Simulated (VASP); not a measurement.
Here is a VASP 6.6.1 calculation.

File INCAR:

```
SYSTEM = C
ALGO = Normal
EDIFF = 1E-7
EDIFFG = -0.02
ENCUT = 600
GGA = PE
IBRION = 2
ISIF = 3
ISMEAR = -1
LASPH = .True.
LCHARG = .False.
LREAL = .False.
LWAVE = .False.
NELM = 60
NSW = 80
PREC = Accurate
PSTRESS = 50.0
SIGMA = 0.1
```

Contents of KPOINTS:

```
k-points
0
Gamma
  12 12 7
  0 0 0
```

File POSCAR:

```
C
1.0
    2.1200000000      0.0000000000      0.0000000000
   -1.0600000000      1.8359738560      0.0000000000
    0.0000000000      0.0000000000      3.4619600000
C
2
Direct
    0.3333333333      0.6666666667      0.2500000000
    0.6666666667      0.3333333333      0.7500000000
```

Potentials or basis: VASP PAW PBE potentials, release 64 (C).

Launch:

```sh
$ cat potpaw_PBE.64/C/POTCAR > POTCAR
$ mpirun -np 1 vasp_std > vasp.out
```

(1) Predict the band gap on the k mesh.

(2) Estimate the space group after relaxing (to 0.05 Å).

Results:

(1) zero (band 4 reaches 13.72 eV, above the bottom of band 5 at 4.86 eV).

(2) P6_3/mmc (No. 194).

Caveat: the cell is relaxed towards a set pressure, so the enthalpy falls and the energy may rise.
